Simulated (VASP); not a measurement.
A run of VASP 6.6.1:

File INCAR:

```
SYSTEM = Sb
ALGO = Normal
EDIFF = 1E-6
EDIFFG = -0.04
ENCUT = 600
GGA = PE
IBRION = 2
ISIF = 3
ISMEAR = 0
LASPH = .TRUE.
LCHARG = .FALSE.
LREAL = .FALSE.
LWAVE = .FALSE.
NELM = 60
NSW = 90
PREC = Accurate
SIGMA = 0.1
```

Contents of KPOINTS:

```
k-points
0
G
  3 3 6
  0 0 0
```

File POSCAR:

```
Sb
1.0
    8.5378227608      0.0000000000      0.0000000000
   -4.2689113804      7.3939714039      0.0000000000
    0.0000000000      0.0000000000      3.4251003838
Sb
6
Direct
    0.3181657900      0.0000000000      0.5000000000
    0.0000000000      0.3181657900      0.8333333333
    0.6818342100      0.6818342100      0.1666666667
    0.6818342100      0.0000000000      0.5000000000
    0.0000000000      0.6818342100      0.8333333333
    0.3181657900      0.3181657900      0.1666666667
```

Potentials or basis: VASP PAW PBE potentials, release 64 (Sb).

The run is started by

```console
$ cat potpaw_PBE.64/Sb/POTCAR > POTCAR
$ mpirun -np 1 vasp_std > vasp.out
```

Hardware: 1 thread of Intel(R) Xeon(R) 6975P-C (Granite Rapids), on a shared host.

Task: Estimate the wall time of this run.

Result: Run time: 3 min on 1 thread of Intel(R) Xeon(R) 6975P-C (Granite Rapids) (shared host), peak memory 0.4 GiB. Counts: scf iterations 63, k points 12, ion steps 9.
